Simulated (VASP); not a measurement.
AgCl (Chlorargyrite): single point with PBEsol

Crystal: AgCl (Chlorargyrite).

```
Ag Cl
1.0
     2.66928    2.66928    0.00000
    -2.66928    2.66928    0.00000
     0.00000    2.66928    2.75644
Ag Cl
1 1
Direct
  0.00000 0.00000 0.00000
  0.50000 0.50000 0.00000
```

This cell differs from its parent crystal: in-plane strain -0.02.

- Program: VASP 6.6.1
- Task: single point
- Functional: PBEsol
- Potentials or basis: VASP PAW PBE potentials, release 64 (Ag, Cl)
- Cutoff: 500 eV
- k mesh: 8 × 8 × 8
- Occupations: gaussian, width 0.01 eV
- Spin: no spin polarisation
- Dipole correction: no
- Further INCAR settings: ALGO = Normal; EDIFF = 1e-06; NBANDS = 16

The pressure is 1.8 GPa and the band gap on the k mesh is 0.62 eV, indirect (least direct gap 3.34 eV).

Stress tensor (GPa, compression positive):
```
2.22 0.00 0.00
0.00 2.22 0.00
0.00 0.00 0.88
```

Levels at points of the mesh, in eV from the valence-band top:
| k point | band 6 | band 7 | band 8 | band 9 | band 10 | band 11 | band 12 | band 13 |
| --- | --- | --- | --- | --- | --- | --- | --- | --- |
| (0.00, 0.00, 0.00) | -2.92 | -2.84 | -2.84 | -2.73 | 0.62 | 10.55 | 10.63 | 10.63 |
| (0.50, 0.00, 0.00) | -2.49 | -2.14 | -0.23 | 0.00 | 3.68 | 6.81 | 7.08 | 7.42 |
| (0.50, 0.50, 0.00) | -2.67 | -2.37 | -2.34 | -2.20 | 1.96 | 7.56 | 8.72 | 11.32 |
| (0.00, 0.00, 0.50) | -2.72 | -2.35 | -2.35 | -2.22 | 2.01 | 7.77 | 8.41 | 11.82 |

It took 35 s on 1 thread of Intel Xeon 8259CL (shared host), peak memory 0.18 GiB.

Caveat: the cell differs from its parent crystal (in-plane strain -0.02); the PAW data sets were made with another functional, which shifts forces and pressure a little. A k mesh can miss the band edges.
